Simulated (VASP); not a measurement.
Here is a VASP 6.6.1 calculation.

INCAR

```
SYSTEM = Si2Ni
ALGO = Normal ; EDIFF = 1E-6
EDIFFG = -0.04 ; ENCUT = 600
GGA = PE ; IBRION = 2
ISIF = 3 ; ISMEAR = 0
LASPH = .TRUE. ; LCHARG = .FALSE.
LREAL = .FALSE. ; LWAVE = .FALSE.
NELM = 80 ; NSW = 90
PREC = Accurate ; SIGMA = 0.1
```

File KPOINTS:

```
k-points
0
G
  6 6 6
  0 0 0
```

The input POSCAR:

```
Si2Ni
1.0
    0.0000000000      2.6931550407      2.6931550407
    2.6931550407      0.0000000000      2.6931550407
    2.6931550407      2.6931550407      0.0000000000
Si Ni
2 1
Direct
    0.2500000000      0.2500000000      0.2500000000
    0.7500000000      0.7500000000      0.7500000000
    0.0000000000      0.0000000000      0.0000000000
```

Potentials or basis: VASP PAW PBE potentials, release 64 (Si, Ni).

The run is started by

```console
$ cat potpaw_PBE.64/Si/POTCAR potpaw_PBE.64/Ni/POTCAR > POTCAR
$ mpirun -np 1 vasp_std > vasp.out
```

Q: Estimate the relaxed cell.

A: a = 3.854 Å, b = 3.854 Å, c = 3.854 Å, α = 60.00°, β = 60.00°, γ = 60.00°.

Q: What does it give for the relaxed volume?

A: 13.49 Å³/atom.

Q: What does it give for the space group after relaxing (to 0.05 Å)?

A: Fm-3m (No. 225).

Step by step:
```
step  energy change (eV)  largest force (eV/Å)  pressure (GPa)  volume (Å³)
   1              0.0000                0.0000            5.64        39.07
   2             -0.0074                0.0000           -4.21        41.72
   3             -0.0241                0.0000            0.18        40.48
```

Spin polarisation is off, so any magnetic state and its effect on volume and gap are missing.
